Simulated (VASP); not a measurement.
Wanted: the native input for a VASP 6.6.1 run.

```yaml
Task: single point
Functional: PBE
Potentials_or_basis: VASP PAW PBE potentials, release 64 (Mg, H)
Cutoff: 520 eV
k_mesh: 6 × 6 × 4
Occupations: gaussian, width 0.1 eV
Spin: no spin polarisation
Dipole_correction: no
Further_INCAR_settings: ALGO = Normal; EDIFF = 1e-06; NBANDS = 13
```

The structure of MgH2 lies in POSCAR:

```
MgH2
1.0
    3.2632656615      0.0000000000      0.0000000000
    0.0000000000      3.2558794347      0.0000000000
    0.0000000000      0.0000000000      6.4405523521
Mg H
2 4
Direct
    0.0000000000      0.4857933017      0.4993775435
    0.0000000000      0.5142066983      0.9993775435
    0.0000000000      0.9874858620      0.6418942879
    0.0000000000      0.0125141380      0.1418942879
    0.5000000000      0.4976127590      0.8587865904
    0.5000000000      0.5023872410      0.3587865904
```

One way to write it, as run:

INCAR

```
SYSTEM = MgH2
ALGO = Normal ; EDIFF = 1E-6
ENCUT = 520 ; GGA = PE
ISIF = 2 ; ISMEAR = 0
LASPH = .TRUE. ; LCHARG = .FALSE.
LREAL = .FALSE. ; LWAVE = .FALSE.
NBANDS = 13 ; NELM = 60
PREC = Accurate ; SIGMA = 0.1
```

KPOINTS

```
k-points
0
G
  6 6 4
  0 0 0
```

Potentials or basis: VASP PAW PBE potentials, release 64 (Mg, H).

Launch:

```console
$ cat potpaw_PBE.64/Mg/POTCAR potpaw_PBE.64/H/POTCAR > POTCAR
$ mpirun -np 1 vasp_std > vasp.out
```

It gave:

The pressure is -0.2 GPa. The largest force is 0.007 eV/Å and the band gap on the k mesh is 1.90 eV.

It took 12 s on 1 thread of AMD EPYC 9R45 96-Core Processor (Zen 5), on a shared host, peak memory 0.16 GiB.
